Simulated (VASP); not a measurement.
Set up this calculation in VASP 6.6.1, as the native input.

```
Task                   : single point
Functional             : LDA
Potentials or basis    : VASP PAW LDA potentials, release 64 (Zn, Se)
Cutoff                 : 520 eV
k mesh                 : 8 × 8 × 8
Occupations            : fermi-dirac, width 0.03 eV
Spin                   : no spin polarisation
Dipole correction      : no
Further INCAR settings : ALGO = Normal; EDIFF = 1e-06; NBANDS = 16
```

The structure of ZnSe lies in POSCAR:

```
ZnSe
1.0
    0.0000000000      2.8621380000      2.8338000000
    2.8621380000      0.0000000000      2.8338000000
    2.8621380000      2.8621380000      0.0000000000
Zn Se
1 1
Direct
    0.0000000000      0.0000000000      0.0000000000
    0.7500000000      0.7500000000      0.7500000000
```

This cell differs from its parent crystal: equal xx and yy strain of +1 %.

The input as run:

INCAR

```
SYSTEM = ZnSe
PREC = Accurate
ENCUT = 520
EDIFF = 1E-6
ISMEAR = -1
SIGMA = 0.03
LREAL = .False.
LASPH = .True.
NELM = 60
ALGO = Normal
ISIF = 2
LWAVE = .False.
LCHARG = .False.
NBANDS = 16
```

KPOINTS

```
regular mesh
0
Gamma
  8 8 8
  0 0 0
```

Potentials or basis: VASP PAW LDA potentials, release 64 (Zn, Se).

Command:

```bash
$ cat potpaw_LDA.64/Zn/POTCAR potpaw_LDA.64/Se/POTCAR > POTCAR
$ mpirun -np 1 vasp_std > vasp.out
```

Results of the run:

* Pressure: -4.2 GPa
* Band gap on the k mesh: 0.96 eV, direct

Caveat: the cell differs from its parent crystal (equal xx and yy strain of +1 %).

It took 80 s on 1 thread of Intel Xeon 6975P-C (shared host), peak memory 0.18 GiB.
